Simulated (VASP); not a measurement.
Write the native input for VASP 6.6.1 that does the following.

```yaml
Task: single point
Functional: PBEsol
Dispersion: D4
Potentials_or_basis: VASP PAW PBE potentials, release 64 (Ag)
Cutoff: 520 eV
k_mesh: 8 × 8 × 8
Occupations: methfessel-paxton, width 0.1 eV
Spin: non-collinear spin, zero start, spin-orbit coupling
Starting_moments: "[[0.0, 0.0, 0.0]] μB"
Dipole_correction: no
Further_INCAR_settings: ALGO = Fast; EDIFF = 1e-06; NBANDS = 22
```

The structure of Ag lies in POSCAR:

```
Ag
1.0
    0.0000000000      2.0828140930      2.0828140930
    2.0828140930      0.0000000000      2.0828140930
    2.0828140930      2.0828140930      0.0000000000
Ag
1
Direct
    0.0000000000      0.0000000000      0.0000000000
```

This cell differs from its parent crystal: volume scaled by 1.06.

These files were run (other wordings do the same):

INCAR

```
SYSTEM = Ag
  PREC = Accurate
  ENCUT = 520
  EDIFF = 1E-6
  ISMEAR = 1
  SIGMA = 0.1
  LREAL = .False.
  LASPH = .True.
  NELM = 150
  ALGO = Fast
  ISIF = 2
  LWAVE = .False.
  LCHARG = .True.
  MAGMOM = 0 0 0
  LORBIT = 11
  LSORBIT = .True.
  GGA_COMPAT = .False.
  LORBMOM = .True.
  LMAXMIX = 4
  GGA = PS
  IVDW = 13
  LVHAR = .True.
  NBANDS = 22
```

KPOINTS

```
regular mesh
0
Gamma
  8 8 8
  0 0 0
```

Potentials or basis: VASP PAW PBE potentials, release 64 (Ag).

The run is started by

```console
$ cat potpaw_PBE.64/Ag/POTCAR > POTCAR
$ mpirun -np 1 vasp_ncl > vasp.out
```

It gave:

```json
{
 "Pressure": "-10.0 GPa",
 "Net moment": "0.00 μB per cell",
 "Valence electrons inside the program's atomic spheres": "Ag 9.81",
 "Dispersion energy per atom": "-0.313 eV"
}
```

Caveat: the PAW data sets were made with another functional, which shifts forces and pressure a little.

Wall time 33 s on 1 thread of Intel(R) Xeon(R) Platinum 8259CL CPU @ 2.50GHz (Skylake/Cascade Lake), with other jobs on the host, peak memory 0.19 GiB.
